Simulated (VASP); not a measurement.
Write the native input for VASP 6.6.1 that does the following.

```yaml
Task: single point
Functional: LDA
Potentials_or_basis: VASP PAW LDA potentials, release 64 (Ti_sv, B)
Cutoff: 520 eV
k_mesh: 11 × 11 × 9
Occupations: fermi-dirac, width 0.1 eV
Spin: no spin polarisation
Dipole_correction: no
Further_INCAR_settings: ALGO = Normal; EDIFF = 1e-06; NBANDS = 16
```

The structure of TiB2 (AlB2 type) lies in POSCAR:

```
TiB2
1.0
    2.9940361947      0.0000000000      0.0000000000
   -1.4970180973      2.5929114045      0.0000000000
    0.0000000000      0.0000000000      3.1596046319
Ti B
1 2
Direct
    0.0000000000      0.0000000000      0.0000000000
    0.3333333333      0.6666666667      0.5000000000
    0.6666666667      0.3333333333      0.5000000000
```

These files were run (other wordings do the same):

INCAR

```
  ALGO = Normal
  EDIFF = 1E-6
  ENCUT = 520
  GGA = CA
  ISIF = 2
  ISMEAR = -1
  LASPH = T
  LCHARG = F
  LREAL = F
  LWAVE = F
  NBANDS = 16
  NELM = 80
  PREC = Accurate
  SIGMA = 0.1
```

KPOINTS

```
k-points
0
Gamma
  11 11 9
```

Potentials or basis: VASP PAW LDA potentials, release 64 (Ti_sv, B).

Command:

```bash
$ cat potpaw_LDA.64/Ti_sv/POTCAR potpaw_LDA.64/B/POTCAR > POTCAR
$ mpirun -np 1 vasp_std > vasp.out
```

It gave:

The pressure is 0.6 GPa. The band gap on the k mesh is zero (bands 9 and 10 overlap by 0.51 eV).

Run time: 35 s on 1 thread of Intel Xeon 8259CL (shared host), peak memory 0.15 GiB.
